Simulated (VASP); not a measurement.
Here is a VASP 6.6.1 calculation.

INCAR

```
  PREC = Accurate
  ENCUT = 500
  EDIFF = 1E-6
  ISMEAR = 0
  SIGMA = 0.05
  LREAL = F
  LASPH = T
  NELM = 120
  ALGO = Normal
  ISIF = 2
  LWAVE = F
  LCHARG = F
  GGA = CA
  NBANDS = 28
  GGA_COMPAT = F
```

Contents of KPOINTS:

```
Automatic mesh
0
Gamma
  6 6 4
```

File POSCAR:

```
SnSe
1.0
    4.1898989379      0.0000000000      0.0000000000
    0.0000000000      4.1898989379      0.0000000000
    0.0000000000      0.0000000000     10.9796229414
Sn Se
2 2
Direct
    0.5000000000      0.0000000000      0.3872711147
    0.0000000000      0.5000000000      0.6218366662
    0.5000000000      0.0000000000      0.6217782129
    0.0000000000      0.5000000000      0.3782217871
```

Potentials or basis: VASP PAW LDA potentials, release 64 (Sn_d, Se).

Run with:

```console
$ cat potpaw_LDA.64/Sn_d/POTCAR potpaw_LDA.64/Se/POTCAR > POTCAR
$ mpirun -np 1 vasp_std > vasp.out
```

(1) What does it give for the band gap on the k mesh?

(2) What does it give for the largest force?

## Answers

(1) 1.40 eV, indirect (least direct gap 1.40 eV).

(2) 0.796 eV/Å.

Caveat: the cell differs from its parent crystal (atom 1 (Sn) moved +0.100 Å towards its neighbour atom 3 (Se) at 2.675 Å); spin-orbit coupling is left out, which moves the levels of the heavy elements.
